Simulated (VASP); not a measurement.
Input of a VASP 6.6.1 run:

The input INCAR:

```
PREC = Accurate
ENCUT = 600
EDIFF = 1E-6
ISMEAR = 0
SIGMA = 0.02
LREAL = False
LASPH = True
NELM = 100
ALGO = Normal
ISIF = 3
LWAVE = False
LCHARG = False
GGA = PE
IBRION = 2
NSW = 65
EDIFFG = -0.01
```

File KPOINTS:

```
Automatic mesh
0
Gamma
  12 12 4
```

File POSCAR:

```
BN
1.0
    2.5545319511      0.0000000000      0.0000000000
   -1.2772659756      2.2122895644      0.0000000000
    0.0000000000      0.0000000000      6.3368329173
B N
3 3
Direct
    0.0000000000      0.0000000000      0.0000000000
    0.3333333333      0.6666666667      0.3333333333
    0.6666666667      0.3333333333      0.6666666667
    0.0000000000      0.0000000000      0.2500000000
    0.3333333333      0.6666666667      0.5833333333
    0.6666666667      0.3333333333      0.9166666667
```

Potentials or basis: VASP PAW PBE potentials, release 64 (B, N).

The run is started by

```console
$ cat potpaw_PBE.64/B/POTCAR potpaw_PBE.64/N/POTCAR > POTCAR
$ mpirun -np 1 vasp_std > vasp.out
```

Q: Estimate the space group after relaxing (to 0.05 Å).

A: F-43m (No. 216).

Q: Estimate the band gap on the k mesh.

A: 4.45 eV.

Step by step:
```tsv
step	energy change (eV)	largest force (eV/Å)	pressure (GPa)	volume (Å³)
1	0.0000	0.0124	-0.95	35.81
2	-0.0068	0.0444	0.99	35.62
3	-0.0108	0.0171	0.18	35.69
4	-0.0108	0.0176	0.21	35.69
5	-0.0108	0.0190	-0.13	35.73
6	-0.0108	0.0004	0.03	35.71
```

A k mesh can miss the band edges.
